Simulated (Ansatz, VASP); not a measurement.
## One calculation of BiN, two programs

```
CELL_PARAMETERS angstrom
3.92975 0.00000 0.00000
0.00000 4.00995 0.00000
0.00000 0.00000 4.86392
ATOMIC_POSITIONS crystal
Bi 0.50000 0.00000 0.22547
Bi 0.00000 0.50000 0.77453
N 0.00000 0.00000 0.00000
N 0.50000 0.50000 0.00000
```

Change from the starting cell: strain e1 = -0.02, atoms carried along.

Alike in both runs: task single point; functional PBEsol; k mesh 8 × 8 × 6; occupations gaussian, width 0.05 eV; no spin polarisation.

|  | VASP | Ansatz |
| --- | --- | --- |
| version | VASP 6.6.1 | Ansatz 0.2.0 |
| potentials or method | VASP PAW PBE potentials, release 64 (Bi_d, N), cutoff 520 eV | scalar-relativistic, plane waves, PAW |
| valence electrons in the cell | 40 | 40 |

```csv
,VASP,Ansatz,Ansatz less VASP
gap on the k mesh at the Fermi level (eV),none,none,-
pressure (GPa),2.5,2.4,-0.12
"traceless stress, the component that is largest in VASP (GPa)",1.70,1.67,-0.025
rms of the force components (eV/Å),0.158,0.144,-0.0143
```

VASP's potentials were made for PBE, not for PBEsol. Atom by atom the forces differ by 0.019 eV/Å (rms over components). A gap of «none» marks a metal or a gap that the smearing closes.

Neither program's run includes spin-orbit coupling.
